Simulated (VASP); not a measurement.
The system is MnS.

```
Mn S
1.0
     0.00000    2.47346    2.47346
     2.47346    0.00000    2.47346
     2.47346    2.47346    0.00000
Mn S
1 1
Cartesian
  0.0000 0.0000 0.0000
  3.7102 3.7102 3.7102
```

```yaml
Program: VASP 6.6.1
Task: relaxation of cell and atoms
Functional: PBEsol
Dispersion: D4
Potentials_or_basis: VASP PAW PBE potentials, release 64 (Mn_pv, S)
Cutoff: 600 eV
k_mesh: 9 × 9 × 9
Occupations: fermi-dirac, width 0.05 eV
Spin: collinear spin, ferromagnetic start
Starting_moments: "[4.0, 0.0] μB"
```

At the start: pressure -5.5 GPa; volume 15.13 Å³/atom.

How do energy, volume and symmetry change on relaxing?

Over 3 steps the energy falls by 10.0 meV/atom and the volume is 14.57 Å³/atom (-3.7 %); space group F-43m (No. 216, to 0.1 Å) before and after; moment 0.18 μB per cell.

The path:
| step | energy change (eV) | largest force (eV/Å) | pressure (GPa) | volume (Å³) |
| --- | --- | --- | --- | --- |
| 1 | 0.0000 | 0.0000 | -5.47 | 30.27 |
| 2 | 0.0011 | 0.0000 | 6.46 | 28.06 |
| 3 | -0.0200 | 0.0000 | -0.03 | 29.14 |

Final structure:
```
CELL_PARAMETERS angstrom
0.00000 2.44253 2.44253
2.44253 0.00000 2.44253
2.44253 2.44253 0.00000
ATOMIC_POSITIONS crystal
Mn 0.00000 0.00000 0.00000
S 0.75000 0.75000 0.75000
```

Caveat: the PAW data sets were made with another functional, which shifts forces and pressure a little.
